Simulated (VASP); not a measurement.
# Ti (Cmme) in VASP: notebook

The runs below take Ti through single point, with PBEsol.

Everything below comes from runs of VASP 6.6.1. Logs are shortened: lines on timing, memory, paths and dates and some standing lists are left out, and cuts for length are marked.

## (1) The cell of the first run

It takes space group Cmme (No. 67, orthorhombic). The conventional cell has a = 3.282 Å, b = 4.641 Å, c = 4.641 Å, α = 90.00°, β = 90.00°, γ = 90.00°. Within 3.7 Å of Ti (site symmetry mm2) lie 14 Ti at 2.80 to 3.32 Å.

## (2) Single point, PBEsol (atoms displaced along a vibrational mode)

Input file INCAR:

```
SYSTEM = Ti
  PREC = Accurate
  ENCUT = 520
  EDIFF = 1E-6
  ISMEAR = 0
  SIGMA = 0.15
  LREAL = .FALSE.
  LASPH = .TRUE.
  NELM = 100
  ALGO = Fast
  ISIF = 2
  LWAVE = .FALSE.
  LCHARG = .FALSE.
  GGA = PS
  NBANDS = 19
```

Input file KPOINTS:

```
regular mesh
0
G
  18 18 10
  0 0 0
```

Input file POSCAR:

```
Ti
1.0
   -1.6410000000      1.6410000000      1.6410000000
    1.6410000000     -1.6410000000      1.6410000000
    3.2820000000      3.2820000000      0.0000000000
Ti
2
Direct
    0.0000000000      0.0000000000      0.0053862491
    0.5000000000      0.5000000000      0.4946137509
```

Potentials or basis: VASP PAW PBE potentials, release 64 (Ti_sv).

The run is started by

```console
cat potpaw_PBE.64/Ti_sv/POTCAR > POTCAR
mpirun -np 1 vasp_std > vasp.out
```

OUTCAR:

```text
SYSTEM = Ti
   PREC = Accurate
   ENCUT = 520
   EDIFF = 1E-6
   ISMEAR = 0
   LREAL = .FALSE.
   LASPH = .TRUE.
   NELM = 100
   ISIF = 2
   GGA = PS

 ion  position               nearest neighbor table
   1  0.000  0.000  0.005-   2 2.80   2 2.80   2 2.88   2 2.88
   2  0.500  0.500  0.495-   1 2.80   1 2.80   1 2.88   1 2.88

  LATTYP: Found a base centered orthorhombic cell.
 ALAT       =     3.2820000000
 B/A-ratio  =     1.4142135624
 C/A-ratio  =     1.4142135624

  Lattice vectors:

 A1 = (  -1.6410000000,   1.6410000000,   1.6410000000)
 A2 = (   1.6410000000,  -1.6410000000,   1.6410000000)
 A3 = (   3.2820000000,   3.2820000000,   0.0000000000)

Analysis of symmetry for initial positions (statically):
=====================================================================
 Subroutine PRICEL returns:
 Original cell was already a primitive cell.

 Routine SETGRP: Setting up the symmetry group for a
 base centered orthorhombic supercell.

 Subroutine GETGRP returns: Found  8 space group operations
 (whereof  4 operations were pure point group operations)
 out of a pool of  8 trial point group operations.

The static configuration has the point symmetry C_2v.
 The point group associated with its full space group is D_2h.

Analysis of symmetry for dynamics (positions and initial velocities):
=====================================================================
 Subroutine PRICEL returns:
 Original cell was already a primitive cell.

 Routine SETGRP: Setting up the symmetry group for a
 base centered orthorhombic supercell.

 Subroutine GETGRP returns: Found  8 space group operations
 (whereof  4 operations were pure point group operations)
 out of a pool of  8 trial point group operations.

The dynamic configuration has the point symmetry C_2v.
 The point group associated with its full space group is D_2h.

 Subroutine INISYM returns: Found  8 space group operations
 (whereof  4 operations are pure point group operations),
 and found     1 'primitive' translations

----------------------------------------------------------------------------------------

                                     Primitive cell

  volume of cell :      35.3521

  direct lattice vectors                    reciprocal lattice vectors
    -1.641000000  1.641000000  1.641000000    -0.152346130  0.152346130  0.304692261
     1.641000000 -1.641000000  1.641000000     0.152346130 -0.152346130  0.304692261
     3.282000000  3.282000000  0.000000000     0.152346130  0.152346130  0.000000000

  length of vectors
     2.842295375  2.842295375  4.641448912     0.373170284  0.373170284  0.215449964

  position of ions in fractional coordinates (direct lattice)
     0.000000000  0.000000000  0.005386249
     0.500000000  0.500000000  0.494613751

  ion indices of the primitive-cell ions
   primitive index   ion index
                 1           1
                 2           2

----------------------------------------------------------------------------------------

 KPOINTS: regular mesh

Automatic generation of k-mesh.
 Grid dimensions read from file:
 generate k-points for:   18   18   10

 Generating k-lattice:

  Cartesian coordinates                     Fractional coordinates (reciprocal lattice)
    -0.008463674  0.008463674  0.016927348     0.055555556  0.000000000  0.000000000
     0.008463674 -0.008463674  0.016927348     0.000000000  0.055555556  0.000000000
     0.015234613  0.015234613  0.000000000     0.000000000  0.000000000  0.100000000

  Length of vectors
     0.020731682  0.020731682  0.021544996

  Shift w.r.t. Gamma in fractional coordinates (k-lattice)
     0.000000000  0.000000000  0.000000000

 Subroutine IBZKPT returns following result:
 ===========================================

 Found    546 irreducible k-points:

 Following reciprocal coordinates:
            Coordinates               Weight
  0.000000  0.000000  0.000000      1.000000
  0.055556  0.000000  0.000000      4.000000
  0.111111  0.000000  0.000000      4.000000
  0.166667  0.000000  0.000000      4.000000
  0.222222  0.000000  0.000000      4.000000
  0.277778  0.000000  0.000000      4.000000
[... 16 lines left out ...]
 -0.277778  0.055556  0.000000      4.000000
 -0.222222  0.055556  0.000000      4.000000
 [... further k-points ...]
   k-points           NKPTS =    546   k-points in BZ     NKDIM =    546   number of bands    NBANDS=     19
   number of dos      NEDOS =    301   number of ions     NIONS =      2
   total plane-waves  NPLWV =  20736
   dimension x,y,z NGX =    24 NGY =   24 NGZ =   36
   dimension x,y,z NGXF=    48 NGYF=   48 NGZF=   72
   ions per type =               2
   NGX,Y,Z   is equivalent  to a cutoff of  14.04, 14.04, 12.89 a.u.
   NGXF,Y,Z  is equivalent  to a cutoff of  28.08, 28.08, 25.79 a.u.
 SYSTEM =  Ti
   PREC   = accura    normal or accurate (medium, high low for compatibility)
   ISTART =      0    job   : 0-new  1-cont  2-samecut
   ICHARG =      2    charge: 1-file 2-atom 10-const
   ISPIN  =      1    spin polarized calculation?
   LNONCOLLINEAR =      F non collinear calculations
   LSORBIT =      F    spin-orbit coupling
   LASPH  =      T    aspherical Exc in radial PAW
   ENCUT  =  520.0 eV  38.22 Ry    6.18 a.u.   5.28  5.28  8.63*2*pi/ulx,y,z
   NELM   =    100;   NELMIN=  2; NELMDL= -5     # of ELM steps
   EDIFF  = 0.1E-05   stopping-criterion for ELM
   LREAL  =      F    real-space projection
   EDIFFG = 0.1E-04   stopping-criterion for IOM
   NSW    =      0    number of steps for IOM
   IBRION =     -1    ionic relax: 0-MD 1-quasi-New 2-CG
   NFREE  =      0    steps in history (QN), initial steepest desc. (CG)
   ISIF   =      2    stress and relaxation
   ISYM   =      2    0-nonsym 1-usesym 2-fastsym
   POTIM  = 0.5000    time-step for ionic-motion
   TEBEG  =    0.0;   TEEND  =   0.0 temperature during run
   PSTRESS=    0.0 pullay stress
   NELECT =      24.0000    total number of electrons
   NUPDOWN=      -1.0000    fix difference up-down
   EMIN   =  10.00;   EMAX   =-10.00  energy-range for DOS
   EFERMI =   0.00;   METHOD = LEGACY
   ISMEAR =     0;   SIGMA  =   0.15  broadening in eV -4-tet -1-fermi 0-gaus
   EFERMI_NEDOS =   21; number of points for ismear=-14 and -15
   IALGO  =     68    algorithm
   IMIX   =      4    mixing-type and parameters
     AMIX     =   0.40;   BMIX     =  1.00
     AMIX_MAG =   1.60;   BMIX_MAG =  1.00
  volume/ion in A,a.u.               =      17.68       119.28
  Fermi-wavevector in a.u.,A,eV,Ry     =   1.438821  2.718977 28.166848  2.070205
  Thomas-Fermi vector in A             =   2.557745
   LORBIT       =      0    0 simple, 1 ext, 2 COOP (PROOUT), +10 PAW based schemes
   GGA     = PS    functional components
   LHFCALC =     F    Hartree Fock is set to
   AEXX    =    0.0000 exact exchange contribution
   IVDW    =     0    specifies the selected vdW correction
   LEPSILON=     F    determine dielectric tensor
   LRPA    =     F    only Hartree local field effects (RPA)
 non-spin polarized calculation
 RMM-DIIS sequential band-by-band and
 Gauss-broadening in eV      SIGMA  =   0.15
  energy-cutoff  :      520.00
  volume of cell :       35.35
 maximum number of plane-waves:       966
 NGX is ok and might be reduce to    24
   NGX = 11   NGY = 11   NGZ = 17

 number of electron      23.9999996 magnetization

 Free energy of the ion-electron system (eV)
  ---------------------------------------------------
  ext. energy  EPLUGINS =         0.00000000
  ---------------------------------------------------
  free energy    TOTEN  =       -16.44244204 eV

  energy without entropy =      -16.38987508  energy(sigma->0) =      -16.41615856

 E-fermi :   7.7749     XC(G=0): -11.5471

 val. band max:        7.7745174246   @ k =   0.4444   0.2778   0.5000
 cond. band min:       7.7756078641   @ k =   0.4444   0.4444   0.3000
 fundamental gap:      0.0010904394
 Fermi energy:         7.7749007065

 k-point     1 :       0.0000    0.0000    0.0000
  band No.  band energies     occupation
      1     -48.5548      2.00000
      2     -48.4283      2.00000
      3     -25.1701      2.00000
      4     -24.7300      2.00000
      5     -24.5288      2.00000
      6     -24.5249      2.00000
[... 11 lines left out ...]
     18      10.4844      0.00000
     19      10.8049      0.00000

 k-point     2 :       0.0556    0.0000    0.0000
  band No.  band energies     occupation
      1     -48.5520      2.00000
      2     -48.4274      2.00000
      3     -25.1636      2.00000
      4     -24.7357      2.00000
      5     -24.5396      2.00000
      6     -24.5367      2.00000
[... 11 lines left out ...]
     18      10.4849      0.00000
     19      10.8797      0.00000

 k-point     3 :       0.1111    0.0000    0.0000
  band No.  band energies     occupation
      1     -48.5438      2.00000
      2     -48.4249      2.00000
      3     -25.1445      2.00000
      4     -24.7547      2.00000
      5     -24.5841      2.00000
      6     -24.5563      2.00000
[... 11 lines left out ...]
     18      10.4964      0.00000
     19      10.9755      0.00000

 k-point     4 :       0.1667    0.0000    0.0000
  band No.  band energies     occupation
      1     -48.5309      2.00000
      2     -48.4212      2.00000
      3     -25.1137      2.00000
      4     -24.7909      2.00000
      5     -24.6520      2.00000
      6     -24.5783      2.00000
[... 407 lines left out ...]
     18      10.6964      0.00000
     19      10.7593      0.00000

 k-point    23 :      -0.2778    0.0556    0.0000
  band No.  band energies     occupation
      1     -48.5012      2.00000
      2     -48.4091      2.00000
      3     -25.0501      2.00000
      4     -24.8996      2.00000
      5     -24.8137      2.00000
      6     -24.6069      2.00000
[... 11 lines left out ...]
     18      10.4978      0.00000
     19      10.9426      0.00000

 k-point    24 :      -0.2222    0.0556    0.0000
  band No.  band energies     occupation
      1     -48.5186      2.00000
      2     -48.4131      2.00000
      3     -25.0932      2.00000
      4     -24.8363      2.00000
      5     -24.7275      2.00000
      6     -24.5981      2.00000
[... 11 lines left out ...]
     18      10.4207      0.00000
     19      11.1151      0.00000

 [... further k-points ...]

------------------------ aborting loop because EDIFF is reached ----------------------------------------

  FORCE on cell =-STRESS in cart. coord.  units (eV):
  Direction    XX          YY          ZZ          XY          YZ          ZX
  --------------------------------------------------------------------------------------
  -------------------------------------------------------------------------------------
  Total       -1.5073582     -1.5073582     -1.4964088      0.0213572      0.0000000      0.0000000
  in kB      -68.3142531    -68.3142531    -67.8180208      0.9679189      0.0000000      0.0000000
  external PRESSURE =     -68.1488423 kB  Pullay stress =       0.0000000 kB

 VOLUME and BASIS-vectors are now :
 -----------------------------------------------------------------------------
  energy-cutoff  :      520.00
  volume of cell :       35.35
      direct lattice vectors                 reciprocal lattice vectors
    -1.641000000  1.641000000  1.641000000    -0.152346130  0.152346130  0.304692261
     1.641000000 -1.641000000  1.641000000     0.152346130 -0.152346130  0.304692261
     3.282000000  3.282000000  0.000000000     0.152346130  0.152346130  0.000000000

 POSITION                                       TOTAL-FORCE (eV/Angst)
 -----------------------------------------------------------------------------------
      0.01768      0.01768      0.00000        -0.049276     -0.049276      0.000000
      1.62332      1.62332      1.64100         0.049276      0.049276      0.000000
 -----------------------------------------------------------------------------------
    total drift:                                0.000000      0.000000      0.000000

  FREE ENERGIE OF THE ION-ELECTRON SYSTEM (eV)
  ---------------------------------------------------
  free  energy   TOTEN  =       -16.4424420390 eV

  energy  without entropy=      -16.3898750791  energy(sigma->0) =      -16.41615856
```

It took 19 min on 1 thread of Intel Xeon 8259CL, shared host; peak memory 0.4 GiB.

Results:

```yaml
Free_energy: -16.4424 eV
Pressure: -6.8 GPa
Largest_force: 0.070 eV/Å
Band_gap_on_the_k_mesh: zero (bands 12 and 13 overlap by 1.47 eV)
```

Forces on the atoms (eV/Å):
```
Ti  -0.049 -0.049  0.000
Ti   0.049  0.049  0.000
```

Stress tensor (GPa, compression positive):
```
-6.83  0.10  0.00
 0.10 -6.83  0.00
 0.00  0.00 -6.78
```

Levels at points of the mesh, in eV from the Fermi level:
| k point | band 10 | band 11 | band 12 | band 13 | band 14 | band 15 |
| --- | --- | --- | --- | --- | --- | --- |
| (0.00, 0.00, 0.00) | -2.42 | -0.39 | 0.90 | 0.97 | 0.97 | 1.17 |
| (0.50, 0.00, 0.00) | -1.73 | -0.55 | -0.55 | -0.03 | -0.03 | 2.51 |
| (0.50, 0.50, 0.00) | -2.05 | -2.04 | -0.39 | 1.10 | 2.69 | 3.03 |
| (0.00, 0.00, 0.50) | -4.04 | 0.17 | 0.29 | 0.31 | 0.62 | 2.22 |
| (0.50, 0.00, 0.50) | -2.41 | -0.38 | -0.38 | 1.10 | 1.10 | 2.68 |
| (0.50, 0.50, 0.50) | -1.50 | -1.06 | -0.94 | 1.07 | 1.34 | 1.77 |

Caveat: the cell differs from its parent crystal (atoms displaced along a vibrational mode); the cell stands under tension; the PAW data sets were made with another functional, which shifts forces and pressure a little.

## (3) Single point, PBEsol (atoms displaced along a vibrational mode)

Input file INCAR:

```
PREC = Accurate
ENCUT = 520
EDIFF = 1E-6
ISMEAR = 0
SIGMA = 0.15
LREAL = False
LASPH = True
NELM = 60
ALGO = Fast
ISIF = 2
LWAVE = False
LCHARG = False
GGA = PS
NBANDS = 19
```

Input file KPOINTS:

```
regular mesh
0
Gamma
  18 18 10
```

Input file POSCAR:

```
Ti
1.0
   -1.6410000000      1.6410000000      1.6410000000
    1.6410000000     -1.6410000000      1.6410000000
    3.2820000000      3.2820000000      0.0000000000
Ti
2
Direct
    0.0000000000      0.0000000000      0.0107724982
    0.5000000000      0.5000000000      0.4892275018
```

Potentials or basis: VASP PAW PBE potentials, release 64 (Ti_sv).

The run is started by

```console
cat potpaw_PBE.64/Ti_sv/POTCAR > POTCAR
mpirun -np 1 vasp_std > vasp.out
```

It took 21 min on 1 thread of Intel Xeon 8259CL, shared host; peak memory 0.4 GiB.

It converged, with:

```
Free energy            : -16.4372 eV
Pressure               : -6.6 GPa
Largest force          : 0.142 eV/Å
Band gap on the k mesh : zero (bands 12 and 13 overlap by 1.33 eV)
```

Forces on the atoms (eV/Å):
```
Ti  -0.101 -0.101  0.000
Ti   0.101  0.101  0.000
```

Stress tensor (GPa, compression positive):
```
-6.69  0.44  0.00
 0.44 -6.69  0.00
 0.00  0.00 -6.44
```

Levels at points of the mesh, in eV from the Fermi level:
| k point | band 10 | band 11 | band 12 | band 13 | band 14 | band 15 |
| --- | --- | --- | --- | --- | --- | --- |
| (0.00, 0.00, 0.00) | -2.42 | -0.40 | 0.81 | 0.96 | 0.99 | 1.29 |
| (0.50, 0.00, 0.00) | -1.73 | -0.54 | -0.54 | -0.02 | -0.02 | 2.52 |
| (0.50, 0.50, 0.00) | -2.05 | -2.04 | -0.39 | 1.11 | 2.71 | 3.02 |
| (0.00, 0.00, 0.50) | -4.02 | 0.11 | 0.14 | 0.39 | 0.79 | 2.09 |
| (0.50, 0.00, 0.50) | -2.41 | -0.38 | -0.38 | 1.11 | 1.11 | 2.69 |
| (0.50, 0.50, 0.50) | -1.49 | -1.12 | -0.87 | 0.94 | 1.48 | 1.73 |

Caveat: the cell differs from its parent crystal (atoms displaced along a vibrational mode); the cell stands under tension; the PAW data sets were made with another functional, which shifts forces and pressure a little.
